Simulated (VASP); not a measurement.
Wanted: the native input for a VASP 6.6.1 run.

* Task: single point
* Functional: LDA
* Potentials or basis: VASP PAW LDA potentials, release 64 (Rb_sv, V_sv, F)
* Cutoff: 520 eV
* k mesh: 5 × 5 × 5
* Occupations: gaussian, width 0.05 eV
* Spin: collinear spin, ferromagnetic start
* Starting moments: [0.0, 2.25, 0.02, 0.02, 0.02] μB
* Hubbard terms: V d U = 4.0 eV
* Dipole correction: no
* Further INCAR settings: ALGO = Normal; EDIFF = 1e-06; NBANDS = 34

The structure of RbVF3 lies in POSCAR:

```
RbVF3
1.0
    4.1819996800      0.0000000000      0.0000000000
    0.0000000000      4.1819996800      0.0000000000
    0.0000000000      0.0000000000      4.1819996800
Rb V F
1 1 3
Direct
    0.0000000000      0.0000000000      0.0000000000
    0.5000000000      0.5000000000      0.5000000000
    0.5000000000      0.5000000000      0.0000000000
    0.0000000000      0.5000000000      0.5000000000
    0.5000000000      0.0000000000      0.5000000000
```

These files were run (other wordings do the same):

INCAR

```
ALGO = Normal
EDIFF = 1E-6
ENCUT = 520
GGA = CA
ISIF = 2
ISMEAR = 0
ISPIN = 2
LASPH = T
LCHARG = F
LDAU = T
LDAUJ = 0 0 0
LDAUL = -1 2 -1
LDAUPRINT = 1
LDAUTYPE = 2
LDAUU = 0 4 0
LMAXMIX = 4
LORBIT = 11
LREAL = F
LWAVE = F
MAGMOM = 0 2.25 0.02 0.02 0.02
NBANDS = 34
NELM = 150
PREC = Accurate
SIGMA = 0.05
```

KPOINTS

```
k-points
0
Gamma
  5 5 5
```

Potentials or basis: VASP PAW LDA potentials, release 64 (Rb_sv, V_sv, F).

The run is started by

```bash
$ cat potpaw_LDA.64/Rb_sv/POTCAR potpaw_LDA.64/V_sv/POTCAR potpaw_LDA.64/F/POTCAR > POTCAR
$ mpirun -np 1 vasp_std > vasp.out
```

Results of the run:

The pressure is -3.2 GPa. The band gap on the k mesh is 2.28 eV (least direct gap 3.38 eV), the net moment is 3.00 μB per cell and the site moments are Rb +0.00; V +2.72; F +0.01 μB. The valence electrons inside the program's atomic spheres are Rb 7.30; V 11.35; F 6.08.

Caveat: the cell stands under tension; an odd mesh through Γ misses points on the zone boundary, where band edges can lie.

Run time: 54 s on 1 thread of Intel Xeon 8259CL, with other jobs on the host, peak memory 0.18 GiB.
